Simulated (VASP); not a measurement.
Write the native input for VASP 6.6.1 that does the following.

* Task: single point
* Functional: r2SCAN
* Potentials or basis: VASP PAW PBE potentials, release 64 (Mg, S)
* Cutoff: 520 eV
* k mesh: 6 × 6 × 6
* Occupations: gaussian, width 0.01 eV
* Spin: no spin polarisation
* Dipole correction: no
* Further INCAR settings: ALGO = Normal; EDIFF = 1e-06; NBANDS = 11

The system is MgS.

```
Mg S
1.0
     0.00000    2.83087    2.83087
     2.83087    0.00000    2.83087
     2.83087    2.83087    0.00000
Mg S
1 1
Direct
  0.00000 0.00000 0.00000
  0.75000 0.75000 0.75000
```

One way to write it, as run:

POSCAR

```
MgS
1.0
    0.0000000000      2.8308747667      2.8308747667
    2.8308747667      0.0000000000      2.8308747667
    2.8308747667      2.8308747667      0.0000000000
Mg S
1 1
Direct
    0.0000000000      0.0000000000      0.0000000000
    0.7500000000      0.7500000000      0.7500000000
```

INCAR.step1

```
SYSTEM = MgS
ALGO = Normal
EDIFF = 1E-4
ENCUT = 520
GGA = PE
ISMEAR = 0
LASPH = .TRUE.
LCHARG = .FALSE.
LREAL = .FALSE.
LWAVE = .TRUE.
NBANDS = 11
NELM = 100
PREC = Accurate
SIGMA = 0.01
```

INCAR.step2

```
SYSTEM = MgS
ALGO = Normal
EDIFF = 1E-6
ENCUT = 520
ISIF = 2
ISMEAR = 0
ISTART = 1
LASPH = .TRUE.
LCHARG = .FALSE.
LMIXTAU = .TRUE.
LREAL = .FALSE.
LWAVE = .FALSE.
METAGGA = R2SCAN
NBANDS = 11
NELM = 100
PREC = Accurate
SIGMA = 0.01
```

KPOINTS

```
k-points
0
G
  6 6 6
  0 0 0
```

Potentials or basis: VASP PAW PBE potentials, release 64 (Mg, S).

Run with:

```sh
$ cat potpaw_PBE.64/Mg/POTCAR potpaw_PBE.64/S/POTCAR > POTCAR
$ cp INCAR.step1 INCAR
$ mpirun -np 1 vasp_std > vasp.out
$ cp INCAR.step2 INCAR
$ mpirun -np 1 vasp_std > vasp.out
```

Results of the run:

The pressure is -0.3 GPa and the band gap on the k mesh is 4.13 eV, direct.

Caveat: the PAW data sets were made with another functional, which shifts forces and pressure a little.

Run time: 56 s on 1 thread of Intel Xeon 6975P-C (shared host), peak memory 0.17 GiB.
